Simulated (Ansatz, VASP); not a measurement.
## One calculation of Li2ZrO2, two programs

```
CELL_PARAMETERS angstrom
-1.82123 1.82123 3.56437
1.82123 -1.82123 3.56437
1.82123 1.82123 -3.56437
ATOMIC_POSITIONS crystal
Li 0.33285 0.33285 0.00000
Li 0.66715 0.66715 0.00000
Zr 0.00000 0.00000 0.00000
O 0.25000 0.75000 0.50000
O 0.75000 0.25000 0.50000
```

Change from the starting cell: species swapped into the Ho2SbO2 type (I4/mmm, No. 139).

Alike in both runs: functional PBE; k mesh 14 × 14 × 14; occupations gaussian, width 0.1 eV; no spin polarisation.

Ansatz relaxed the structure, and its values are those at the end. VASP's run is a single point on that final structure, the one shown.

```csv
,VASP,Ansatz
version,VASP 6.6.1,Ansatz 0.2.0
potentials or method,"VASP PAW PBE potentials, release 64 (Li_sv, Zr_sv, O), cutoff 520 eV","scalar-relativistic, plane waves, PAW"
valence electrons in the cell,30,30
```

|  | VASP | Ansatz | Ansatz less VASP |
| --- | --- | --- | --- |
| gap on the k mesh at the Fermi level (eV) | none | none | - |
| rms of the force components (eV/Å) | 0.007 | 0.000 | -0.0065 |

A gap of «none» marks a metal or a gap that the smearing closes.

Noted on VASP's run: the cutoff is short for stress, so the pressure is rough.
